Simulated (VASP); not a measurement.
Input of a VASP 6.6.1 run:

File INCAR:

```
PREC     = Accurate       # precision mode
ENCUT    = 520            # plane-wave cutoff, eV
EDIFF    = 1E-6           # SCF threshold, eV
ISMEAR   = 0              # smearing method
SIGMA    = 0.15           # smearing width, eV
LREAL    = False          # projectors in reciprocal space
LASPH    = True           # aspherical terms in the spheres
NELM     = 60             # most SCF steps
ALGO     = Normal         # electronic algorithm
ISIF     = 2              # what is computed and relaxed
LWAVE    = False          # write WAVECAR
LCHARG   = False          # write CHGCAR
GGA      = PE             # functional
NBANDS   = 9              # bands
```

File KPOINTS:

```
regular mesh
0
Gamma
  15 15 15
```

File POSCAR:

```
Te
1.0
    2.3132723805      1.3355684316      1.9055195688
   -2.3132723805      1.3355684316      1.9055195688
    0.0000000000     -2.6711368631      1.9055195689
Te
1
Direct
    0.5000000000      0.5000000000      0.5000000000
```

Potentials or basis: VASP PAW PBE potentials, release 64 (Te).

Launch:

```console
$ cat potpaw_PBE.64/Te/POTCAR > POTCAR
$ mpirun -np 1 vasp_std > vasp.out
```

**Question.** Estimate the band gap on the k mesh.

**Answer.** Zero (bands 3 and 4 overlap by 4.90 eV).

**Question.** Estimate the pressure.

**Answer.** -3.2 GPa.

Stress tensor (GPa, compression positive):
```
-3.20  0.00  0.00
 0.00 -3.20  0.00
 0.00  0.00 -3.31
```

Caveat: the cell stands under tension; spin-orbit coupling is left out, which moves the levels of the heavy elements.
